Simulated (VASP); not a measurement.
A run of VASP 6.6.1 is set up as follows.

INCAR

```
  PREC = Accurate
  ENCUT = 520
  EDIFF = 1E-6
  ISMEAR = 0
  SIGMA = 0.01
  LREAL = False
  LASPH = True
  NELM = 60
  ALGO = Normal
  ISIF = 2
  LWAVE = False
  LCHARG = True
  GGA = PE
  LELF = True
  LVHAR = True
  NBANDS = 15
```

Contents of KPOINTS:

```
Automatic mesh
0
Gamma
  8 8 8
```

Contents of POSCAR:

```
SrO
1.0
    0.0000000000      2.5443505484      2.5443505484
    2.5443505484      0.0000000000      2.5443505484
    2.5443505484      2.5443505484      0.0000000000
Sr O
1 1
Direct
    0.5000000000      0.5000000000      0.5000000000
    0.0000000000      0.0000000000      0.0000000000
```

Potentials or basis: VASP PAW PBE potentials, release 64 (Sr_sv, O).

Command:

```sh
$ cat potpaw_PBE.64/Sr_sv/POTCAR potpaw_PBE.64/O/POTCAR > POTCAR
$ mpirun -np 1 vasp_std > vasp.out
```

Predict the pressure.

6.7 GPa.

Estimate the band gap on the k mesh.

3.24 eV, indirect (least direct gap 3.31 eV).

 A k mesh can miss the band edges.
